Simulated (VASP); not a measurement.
TiAl, 2 atoms in the cell. It takes space group P4mm (No. 99, tetragonal). Conventional cell: a = 3.156 Å, b = 3.156 Å, c = 3.156 Å, α = 90.00°, β = 90.00°, γ = 90.00°. Within 3.6 Å of Ti (site symmetry 4mm) lie 8 Al at 2.71 to 2.76 Å and 6 Ti at 3.16 Å. Within 3.6 Å of Al (site symmetry 4mm) lie 8 Ti at 2.71 to 2.76 Å and 6 Al at 3.16 Å.  This cell differs from its parent crystal: all Al atoms moved +0.037 Å, as atom 2 towards its neighbour atom 2 (Al) at 3.156 Å.

* Program: VASP 6.6.1
* Task: single point
* Functional: PBEsol
* Potentials or basis: VASP PAW PBE potentials, release 64 (Ti_sv, Al)
* Cutoff: 520 eV
* k mesh: 20 × 20 × 20
* Occupations: gaussian, width 0.15 eV
* Spin: no spin polarisation
* Dipole correction: no
* Further INCAR settings: ALGO = Fast; EDIFF = 1e-07; NBANDS = 14

Potentials or basis: VASP PAW PBE potentials, release 64 (Ti_sv, Al).

Run with:

```bash
$ cat potpaw_PBE.64/Ti_sv/POTCAR potpaw_PBE.64/Al/POTCAR > POTCAR
$ mpirun -np 1 vasp_std > vasp.out
```

Hardware: 1 thread of Intel(R) Xeon(R) Platinum 8259CL CPU @ 2.50GHz (Skylake/Cascade Lake) (shared host).

Question: Estimate the wall time of this run.

Answer: Run time: 5.4 min on 1 thread of Intel(R) Xeon(R) Platinum 8259CL CPU @ 2.50GHz (Skylake/Cascade Lake), on a shared host, peak memory 0.42 GiB. Counts: scf iterations 31, k points 726.
